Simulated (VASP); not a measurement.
# MgS (F-43m) in VASP: a series of runs

MgS is run at these levels: r2SCAN; tasks: single point.

All numbers are computed with VASP 6.6.1; they aren't measurements. Logs are shortened: lines on timing, memory, paths and dates and some standing lists are left out, and cuts for length are marked.

**1. The cell of the first run**

It takes space group F-43m (No. 216, cubic). The conventional cell has a = 5.775 Å, b = 5.775 Å, c = 5.775 Å, α = 90.00°, β = 90.00°, γ = 90.00°. Mg (site symmetry -43m) has 4 S at 2.50 Å within 3.3 Å. Within 3.3 Å of S (site symmetry -43m) lie 4 Mg at 2.50 Å.

**2. Single point, r2SCAN (strain +2.0%)**

Input file POSCAR:

```
MgS
1.0
    0.0000000000      2.8874943781      2.8874943781
    2.8874943781      0.0000000000      2.8874943781
    2.8874943781      2.8874943781      0.0000000000
Mg S
1 1
Direct
    0.0000000000      0.0000000000      0.0000000000
    0.2500000000      0.2500000000      0.2500000000
```

Input file INCAR.step1:

```
ALGO     = Normal         # electronic algorithm
EDIFF    = 1E-4           # SCF threshold, eV
ENCUT    = 520            # plane-wave cutoff, eV
GGA      = PE             # functional
ISMEAR   = 0              # smearing method
LASPH    = True           # aspherical terms in the spheres
LCHARG   = False          # write CHGCAR
LREAL    = False          # projectors in reciprocal space
LWAVE    = True           # write WAVECAR
NBANDS   = 11             # bands
NELM     = 80             # most SCF steps
PREC     = Accurate       # precision mode
SIGMA    = 0.01           # smearing width, eV
```

Input file INCAR.step2:

```
ALGO     = Normal         # electronic algorithm
EDIFF    = 1E-6           # SCF threshold, eV
ENCUT    = 520            # plane-wave cutoff, eV
ISIF     = 2              # what is computed and relaxed
ISMEAR   = 0              # smearing method
ISTART   = 1            
LASPH    = True           # aspherical terms in the spheres
LCHARG   = False          # write CHGCAR
LMIXTAU  = True         
LREAL    = False          # projectors in reciprocal space
LWAVE    = False          # write WAVECAR
METAGGA  = R2SCAN         # meta-GGA
NBANDS   = 11             # bands
NELM     = 80             # most SCF steps
PREC     = Accurate       # precision mode
SIGMA    = 0.01           # smearing width, eV
```

Input file KPOINTS:

```
k-points
0
Gamma
  8 8 8
```

Potentials or basis: VASP PAW PBE potentials, release 64 (Mg, S).

On the command line:

```console
$ cat potpaw_PBE.64/Mg/POTCAR potpaw_PBE.64/S/POTCAR > POTCAR
$ cp INCAR.step1 INCAR
$ mpirun -np 1 vasp_std > vasp.out
$ cp INCAR.step2 INCAR
$ mpirun -np 1 vasp_std > vasp.out
```

OUTCAR:

```text
EDIFF = 1E-6
   ENCUT = 520
   ISIF = 2
   ISMEAR = 0
   ISTART = 1
   LASPH = True
   LREAL = False
   METAGGA = R2SCAN
   NELM = 80
   PREC = Accurate

 ion  position               nearest neighbor table
   1  0.000  0.000  0.000-   2 2.50   2 2.50   2 2.50   2 2.50
   2  0.250  0.250  0.250-   1 2.50   1 2.50   1 2.50   1 2.50

  LATTYP: Found a face centered cubic cell.
 ALAT       =     5.7749887562

  Lattice vectors:

 A1 = (   0.0000000000,   2.8874943781,   2.8874943781)
 A2 = (   2.8874943781,   0.0000000000,   2.8874943781)
 A3 = (   2.8874943781,   2.8874943781,   0.0000000000)

Analysis of symmetry for initial positions (statically):
=====================================================================
 Subroutine PRICEL returns:
 Original cell was already a primitive cell.

 Routine SETGRP: Setting up the symmetry group for a
 face centered cubic supercell.

 Subroutine GETGRP returns: Found 24 space group operations
 (whereof 24 operations were pure point group operations)
 out of a pool of 48 trial point group operations.

The static configuration has the point symmetry T_d .

Analysis of symmetry for dynamics (positions and initial velocities):
=====================================================================
 Subroutine PRICEL returns:
 Original cell was already a primitive cell.

 Routine SETGRP: Setting up the symmetry group for a
 face centered cubic supercell.

 Subroutine GETGRP returns: Found 24 space group operations
 (whereof 24 operations were pure point group operations)
 out of a pool of 48 trial point group operations.

The dynamic configuration has the point symmetry T_d .

 Subroutine INISYM returns: Found 24 space group operations
 (whereof 24 operations are pure point group operations),
 and found     1 'primitive' translations

----------------------------------------------------------------------------------------

                                     Primitive cell

  volume of cell :      48.1497

  direct lattice vectors                    reciprocal lattice vectors
     0.000000000  2.887494378  2.887494378    -0.173160510  0.173160510  0.173160510
     2.887494378  0.000000000  2.887494378     0.173160510 -0.173160510  0.173160510
     2.887494378  2.887494378  0.000000000     0.173160510  0.173160510 -0.173160510

  length of vectors
     4.083533711  4.083533711  4.083533711     0.299922802  0.299922802  0.299922802

  position of ions in fractional coordinates (direct lattice)
     0.000000000  0.000000000  0.000000000
     0.250000000  0.250000000  0.250000000

  ion indices of the primitive-cell ions
   primitive index   ion index
                 1           1
                 2           2

----------------------------------------------------------------------------------------

 KPOINTS: k-points

Automatic generation of k-mesh.
 Grid dimensions read from file:
 generate k-points for:    8    8    8

 Generating k-lattice:

  Cartesian coordinates                     Fractional coordinates (reciprocal lattice)
    -0.021645064  0.021645064  0.021645064     0.125000000  0.000000000  0.000000000
     0.021645064 -0.021645064  0.021645064     0.000000000  0.125000000  0.000000000
     0.021645064  0.021645064 -0.021645064     0.000000000  0.000000000  0.125000000

  Length of vectors
     0.037490350  0.037490350  0.037490350

  Shift w.r.t. Gamma in fractional coordinates (k-lattice)
     0.000000000  0.000000000  0.000000000

 Subroutine IBZKPT returns following result:
 ===========================================

 Found     29 irreducible k-points:

 Following reciprocal coordinates:
            Coordinates               Weight
  0.000000  0.000000  0.000000      1.000000
  0.125000  0.000000  0.000000      8.000000
  0.250000  0.000000  0.000000      8.000000
  0.375000  0.000000  0.000000      8.000000
  0.500000  0.000000  0.000000      4.000000
  0.125000  0.125000  0.000000      6.000000
[... 16 lines left out ...]
  0.500000  0.250000  0.125000     48.000000
 -0.375000  0.250000  0.125000     24.000000
 [... further k-points ...]
   k-points           NKPTS =     29   k-points in BZ     NKDIM =     29   number of bands    NBANDS=     11
   number of dos      NEDOS =    301   number of ions     NIONS =      2
   total plane-waves  NPLWV =  27000
   dimension x,y,z NGX =    30 NGY =   30 NGZ =   30
   dimension x,y,z NGXF=    60 NGYF=   60 NGZF=   60
   ions per type =               1   1
   NGX,Y,Z   is equivalent  to a cutoff of  12.21, 12.21, 12.21 a.u.
   NGXF,Y,Z  is equivalent  to a cutoff of  24.43, 24.43, 24.43 a.u.
 SYSTEM =  unknown system
   PREC   = accura    normal or accurate (medium, high low for compatibility)
   ISTART =      1    job   : 0-new  1-cont  2-samecut
   ICHARG =      0    charge: 1-file 2-atom 10-const
   ISPIN  =      1    spin polarized calculation?
   LNONCOLLINEAR =      F non collinear calculations
   LSORBIT =      F    spin-orbit coupling
   LASPH  =      T    aspherical Exc in radial PAW
   ENCUT  =  520.0 eV  38.22 Ry    6.18 a.u.   7.59  7.59  7.59*2*pi/ulx,y,z
   NELM   =     80;   NELMIN=  2; NELMDL=  0     # of ELM steps
   EDIFF  = 0.1E-05   stopping-criterion for ELM
   LREAL  =      F    real-space projection
   EDIFFG = 0.1E-04   stopping-criterion for IOM
   NSW    =      0    number of steps for IOM
   IBRION =     -1    ionic relax: 0-MD 1-quasi-New 2-CG
   NFREE  =      0    steps in history (QN), initial steepest desc. (CG)
   ISIF   =      2    stress and relaxation
   ISYM   =      2    0-nonsym 1-usesym 2-fastsym
   POTIM  = 0.5000    time-step for ionic-motion
   TEBEG  =    0.0;   TEEND  =   0.0 temperature during run
   PSTRESS=    0.0 pullay stress
   NELECT =       8.0000    total number of electrons
   NUPDOWN=      -1.0000    fix difference up-down
   EMIN   =  10.00;   EMAX   =-10.00  energy-range for DOS
   EFERMI =   0.00;   METHOD = LEGACY
   ISMEAR =     0;   SIGMA  =   0.01  broadening in eV -4-tet -1-fermi 0-gaus
   EFERMI_NEDOS =   21; number of points for ismear=-14 and -15
   IALGO  =     38    algorithm
   IMIX   =      4    mixing-type and parameters
     AMIX     =   0.40;   BMIX     =  1.00
     AMIX_MAG =   1.60;   BMIX_MAG =  1.00
  volume/ion in A,a.u.               =      24.07       162.47
  Fermi-wavevector in a.u.,A,eV,Ry     =   0.899996  1.700745 11.020609  0.809992
  Thomas-Fermi vector in A             =   2.022898
   LORBIT       =      0    0 simple, 1 ext, 2 COOP (PROOUT), +10 PAW based schemes
   METAGGA = R2SCAN    functional components
   LHFCALC =     F    Hartree Fock is set to
   AEXX    =    0.0000 exact exchange contribution
   IVDW    =     0    specifies the selected vdW correction
   LEPSILON=     F    determine dielectric tensor
   LRPA    =     F    only Hartree local field effects (RPA)
 non-spin polarized calculation
 Gauss-broadening in eV      SIGMA  =   0.01
  energy-cutoff  :      520.00
  volume of cell :       48.15
 maximum number of plane-waves:      1316
   NGX = 15   NGY = 15   NGZ = 15

 number of electron       7.9999999 magnetization

 Free energy of the ion-electron system (eV)
  ---------------------------------------------------
  ext. energy  EPLUGINS =         0.00000000
  ---------------------------------------------------
  free energy    TOTEN  =       -15.41755589 eV

  energy without entropy =      -15.41755589  energy(sigma->0) =      -15.41755589

 E-fermi :   0.5073     XC(G=0):  -8.5415

 val. band max:        0.4146573023   @ k =   0.0000   0.0000   0.0000
 cond. band min:       4.2344023569   @ k =   0.0000   0.0000   0.0000
 fundamental gap:      3.8197450546
 Fermi energy:         0.5073100762

 k-point     1 :       0.0000    0.0000    0.0000
  band No.  band energies     occupation
      1     -11.1331      2.00000
      2       0.4147      2.00000
      3       0.4147      2.00000
      4       0.4147      2.00000
      5       4.2344      0.00000
      6       8.8506      0.00000
      7       8.8506      0.00000
      8       8.8506      0.00000
      9      11.7413      0.00000
     10      11.7413      0.00000
     11      14.6020      0.00000

 k-point     2 :       0.1250    0.0000    0.0000
  band No.  band energies     occupation
      1     -11.0535      2.00000
      2      -0.2110      2.00000
      3       0.3642      2.00000
      4       0.3642      2.00000
      5       4.8629      0.00000
      6       8.6511      0.00000
      7       9.0245      0.00000
      8       9.0245      0.00000
      9      11.2877      0.00000
     10      11.2877      0.00000
     11      14.0045      0.00000

 k-point     3 :       0.2500    0.0000    0.0000
  band No.  band energies     occupation
      1     -10.8489      2.00000
      2      -1.3206      2.00000
      3       0.2495      2.00000
      4       0.2495      2.00000
      5       5.7495      0.00000
      6       8.6236      0.00000
      7       9.0581      0.00000
      8       9.0581      0.00000
      9      11.3421      0.00000
     10      11.3421      0.00000
     11      13.1213      0.00000

 k-point     4 :       0.3750    0.0000    0.0000
  band No.  band energies     occupation
      1     -10.6232      2.00000
      2      -2.2027      2.00000
      3       0.1436      2.00000
      4       0.1436      2.00000
      5       5.9918      0.00000
      6       8.7048      0.00000
      7       8.7048      0.00000
      8       9.1309      0.00000
      9      12.6347      0.00000
     10      12.6347      0.00000
     11      13.1120      0.00000
[... 239 lines left out ...]
 k-point    22 :       0.3750    0.2500    0.1250
  band No.  band energies     occupation
      1     -10.6913      2.00000
      2      -1.5187      2.00000
      3      -0.3734      2.00000
      4       0.0597      2.00000
      5       6.4814      0.00000
      6       7.7958      0.00000
      7       8.5056      0.00000
      8      10.0772      0.00000
      9      10.6261      0.00000
     10      13.2787      0.00000
     11      15.2774      0.00000

 k-point    23 :       0.5000    0.2500    0.1250
  band No.  band energies     occupation
      1     -10.5049      2.00000
      2      -1.9947      2.00000
      3      -0.6995      2.00000
      4      -0.1050      2.00000
      5       6.8121      0.00000
      6       7.6177      0.00000
      7       8.7646      0.00000
      8       9.9258      0.00000
      9      11.7541      0.00000
     10      14.3800      0.00000
     11      14.8991      0.00000

 k-point    24 :      -0.3750    0.2500    0.1250
  band No.  band energies     occupation
      1     -10.4229      2.00000
      2      -2.1983      2.00000
      3      -0.7968      2.00000
      4      -0.1939      2.00000
      5       6.9113      0.00000
      6       7.3351      0.00000
      7       9.5566      0.00000
      8       9.7460      0.00000
      9      12.2874      0.00000
     10      13.7449      0.00000
     11      15.0045      0.00000

 [... further k-points ...]
[... 5 lines left out ...]
  --------------------------------------------------------------------------------------
  -------------------------------------------------------------------------------------
  Total       -1.0303748     -1.0303748     -1.0303748      0.0000000     -0.0000000      0.0000000
  in kB      -34.2856484    -34.2856484    -34.2856484      0.0000000     -0.0000000      0.0000000
  external PRESSURE =     -34.2856484 kB  Pullay stress =       0.0000000 kB

 VOLUME and BASIS-vectors are now :
 -----------------------------------------------------------------------------
  energy-cutoff  :      520.00
  volume of cell :       48.15
      direct lattice vectors                 reciprocal lattice vectors
     0.000000000  2.887494378  2.887494378    -0.173160510  0.173160510  0.173160510
     2.887494378  0.000000000  2.887494378     0.173160510 -0.173160510  0.173160510
     2.887494378  2.887494378  0.000000000     0.173160510  0.173160510 -0.173160510

 POSITION                                       TOTAL-FORCE (eV/Angst)
 -----------------------------------------------------------------------------------
      0.00000      0.00000      0.00000        -0.000000     -0.000000     -0.000000
      1.44375      1.44375      1.44375         0.000000      0.000000      0.000000
 -----------------------------------------------------------------------------------
    total drift:                                0.000000      0.000000      0.000000

  FREE ENERGIE OF THE ION-ELECTRON SYSTEM (eV)
  ---------------------------------------------------
  free  energy   TOTEN  =       -15.4175558931 eV

  energy  without entropy=      -15.4175558931  energy(sigma->0) =      -15.41755589
```

It took 33 s on 1 thread of Intel Xeon 6975P-C (Granite Rapids), shared host; peak memory 0.17 GiB.

What came out:

```yaml
Free_energy: -15.4176 eV
Pressure: -3.4 GPa
Band_gap_on_the_k_mesh: 3.82 eV, direct
```

Levels at points of the mesh, in eV from the valence-band top:
```tsv
k point	band 2	band 3	band 4	band 5	band 6	band 7
(0.00, 0.00, 0.00)	0.00	0.00	0.00	3.82	8.44	8.44
(0.50, 0.00, 0.00)	-2.95	-0.31	-0.31	5.56	8.12	8.12
(0.50, 0.50, 0.00)	-2.65	-0.98	-0.98	4.35	6.17	11.54
```

Caveat: the cell differs from its parent crystal (strain +2.0%); the PAW data sets were made with another functional, which shifts forces and pressure a little.

**3. Single point, r2SCAN (strain +3.0%)**

Input file POSCAR:

```
MgS
1.0
    0.0000000000      2.9158031465      2.9158031465
    2.9158031465      0.0000000000      2.9158031465
    2.9158031465      2.9158031465      0.0000000000
Mg S
1 1
Direct
    0.0000000000      0.0000000000      0.0000000000
    0.2500000000      0.2500000000      0.2500000000
```

Input file INCAR.step1:

```
SYSTEM = MgS
  PREC = Accurate
  ENCUT = 520
  ISMEAR = 0
  SIGMA = 0.01
  LREAL = .False.
  LASPH = .True.
  NELM = 100
  NBANDS = 11
  GGA = PE
  ALGO = Normal
  EDIFF = 1E-4
  LWAVE = .True.
  LCHARG = .False.
```

Input file INCAR.step2:

```
SYSTEM = MgS
  PREC = Accurate
  ENCUT = 520
  EDIFF = 1E-6
  ISMEAR = 0
  SIGMA = 0.01
  LREAL = .False.
  LASPH = .True.
  NELM = 100
  ALGO = Normal
  ISIF = 2
  LWAVE = .False.
  LCHARG = .False.
  METAGGA = R2SCAN
  LMIXTAU = .True.
  NBANDS = 11
  ISTART = 1
```

Input file KPOINTS:

```
Automatic mesh
0
Gamma
  8 8 8
  0 0 0
```

Potentials or basis: VASP PAW PBE potentials, release 64 (Mg, S).

On the command line:

```console
$ cat potpaw_PBE.64/Mg/POTCAR potpaw_PBE.64/S/POTCAR > POTCAR
$ cp INCAR.step1 INCAR
$ mpirun -np 1 vasp_std > vasp.out
$ cp INCAR.step2 INCAR
$ mpirun -np 1 vasp_std > vasp.out
```

Run time: 26 s. Hardware: 1 thread of Intel Xeon 6975P-C (Granite Rapids), shared host; peak memory 0.18 GiB.

It converged, with:

| Quantity | Value |
| --- | --- |
| Free energy | -15.3813 eV |
| Pressure | -4.7 GPa |
| Band gap on the k mesh | 3.67 eV, direct |

Levels at points of the mesh, in eV from the valence-band top:
```csv
k point,band 1,band 2,band 3,band 4,band 5,band 6,band 7,band 8
"(0.00, 0.00, 0.00)",-11.46,0.00,0.00,0.00,3.67,8.36,8.36,8.36
"(0.50, 0.00, 0.00)",-10.89,-2.86,-0.30,-0.30,5.45,8.07,8.07,8.80
"(0.50, 0.50, 0.00)",-10.70,-2.58,-0.95,-0.95,4.36,6.12,11.26,12.52
```

Caveat: the cell differs from its parent crystal (strain +3.0%); the PAW data sets were made with another functional, which shifts forces and pressure a little.

**4. Single point, r2SCAN (strain +4.0%)**

Input file POSCAR:

```
MgS
1.0
    0.0000000000      2.9441119149      2.9441119149
    2.9441119149      0.0000000000      2.9441119149
    2.9441119149      2.9441119149      0.0000000000
Mg S
1 1
Direct
    0.0000000000      0.0000000000      0.0000000000
    0.2500000000      0.2500000000      0.2500000000
```

Input file INCAR.step1:

```
ALGO = Normal ; EDIFF = 1E-4
ENCUT = 520 ; GGA = PE
ISMEAR = 0 ; LASPH = T
LCHARG = F ; LREAL = F
LWAVE = T ; NBANDS = 11
NELM = 80 ; PREC = Accurate
SIGMA = 0.01
```

Input file INCAR.step2:

```
ALGO = Normal ; EDIFF = 1E-6
ENCUT = 520 ; ISIF = 2
ISMEAR = 0 ; ISTART = 1
LASPH = T ; LCHARG = F
LMIXTAU = T ; LREAL = F
LWAVE = F ; METAGGA = R2SCAN
NBANDS = 11 ; NELM = 80
PREC = Accurate ; SIGMA = 0.01
```

Input file KPOINTS:

```
k-points
0
Gamma
  8 8 8
```

On the command line:

```console
$ cat potpaw_PBE.64/Mg/POTCAR potpaw_PBE.64/S/POTCAR > POTCAR
$ cp INCAR.step1 INCAR
$ mpirun -np 1 vasp_std > vasp.out
$ cp INCAR.step2 INCAR
$ mpirun -np 1 vasp_std > vasp.out
```

Wall time 26 s (1 thread of Intel Xeon 6975P-C (Granite Rapids), shared host); peak memory 0.19 GiB.

The run converged. Its results:

* Free energy: -15.3335 eV
* Pressure: -5.8 GPa
* Band gap on the k mesh: 3.53 eV, direct

Levels at points of the mesh, in eV from the valence-band top:
| k point | band 2 | band 3 | band 4 | band 5 | band 6 | band 7 |
| --- | --- | --- | --- | --- | --- | --- |
| (0.00, 0.00, 0.00) | 0.00 | 0.00 | 0.00 | 3.53 | 8.28 | 8.28 |
| (0.50, 0.00, 0.00) | -2.77 | -0.30 | -0.30 | 5.34 | 8.02 | 8.02 |
| (0.50, 0.50, 0.00) | -2.50 | -0.92 | -0.92 | 4.37 | 6.06 | 10.99 |

Caveat: the cell differs from its parent crystal (strain +4.0%); the PAW data sets were made with another functional, which shifts forces and pressure a little.

(Continued in part 2 of 2.)
